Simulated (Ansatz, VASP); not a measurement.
**One calculation of Pd, two programs**

```
CELL_PARAMETERS angstrom
-1.57228 1.57228 1.57228
1.57228 -1.57228 1.57228
1.57228 1.57228 -1.57228
ATOMIC_POSITIONS crystal
Pd 0.00000 0.00000 0.00000
```

Alike in both runs: functional PBE-based screened hybrid with a share of 0.25 of exact exchange and HFSCREEN = 0.3; k mesh 6 × 6 × 6; occupations fermi-dirac, width 0.05 eV; no spin polarisation.

|  | VASP | Ansatz |
| --- | --- | --- |
| version | VASP 6.6.1 | Ansatz 0.2.0 |
| potentials or method | VASP PAW PBE potentials, release 64 (Pd) | Ansatz PAW |
| plane-wave cutoff (eV) | 520 | 420 |
| valence electrons in the cell | 10 | 18 |
| task | single point | band structure |

Ansatz gave:

- gap on the k mesh at the Fermi level (eV): none
- pressure (GPa): -6.2

What did VASP give for the same quantities?

gap on the k mesh at the Fermi level (eV): none; pressure (GPa): -5.8.

VASP's potentials were made for PBE, not for PBE-based screened hybrid. A gap of «none» marks a metal or a gap that the smearing closes. VASP's potentials hold 10 valence electrons a cell and Ansatz's 18, so a difference there can come from the potentials and not from the codes.

The k mesh is coarse, so the values compare programs but aren't converged.
